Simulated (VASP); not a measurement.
Write the native input for VASP 6.6.1 that does the following.

```
Task                   : single point
Functional             : PBE
Potentials or basis    : VASP PAW PBE potentials, release 64 (Mg, O)
Cutoff                 : 520 eV
k mesh                 : 6 × 6 × 6
Occupations            : gaussian, width 0.01 eV
Spin                   : no spin polarisation
Dipole correction      : no
Further INCAR settings : ALGO = Normal; EDIFF = 1e-06; NBANDS = 11
```

The structure of MgO lies in POSCAR:

```
MgO
1.0
    0.0000000000      2.1021680260      2.1021680260
    2.1021680260      0.0000000000      2.1021680260
    2.1021680260      2.1021680260      0.0000000000
Mg O
1 1
Direct
    0.0000000000      0.0000000000      0.0000000000
    0.5000000000      0.5000000000      0.5000000000
```

One way to write it, as run:

INCAR

```
PREC = Accurate ; ENCUT = 520
EDIFF = 1E-6 ; ISMEAR = 0
SIGMA = 0.01 ; LREAL = False
LASPH = True ; NELM = 80
ALGO = Normal ; ISIF = 2
LWAVE = False ; LCHARG = False
GGA = PE ; NBANDS = 11
```

KPOINTS

```
regular mesh
0
Gamma
  6 6 6
```

Potentials or basis: VASP PAW PBE potentials, release 64 (Mg, O).

Launch:

```bash
$ cat potpaw_PBE.64/Mg/POTCAR potpaw_PBE.64/O/POTCAR > POTCAR
$ mpirun -np 1 vasp_std > vasp.out
```

It gave:

```
Pressure               : 4.9 GPa
Band gap on the k mesh : 4.78 eV
```

Caveat: the k points lie up to 0.43 Å⁻¹ apart.

Wall time 6 s on 1 thread of AMD EPYC 7R43 64-Core Processor (Zen 3), on a shared host, peak memory 0.1 GiB.
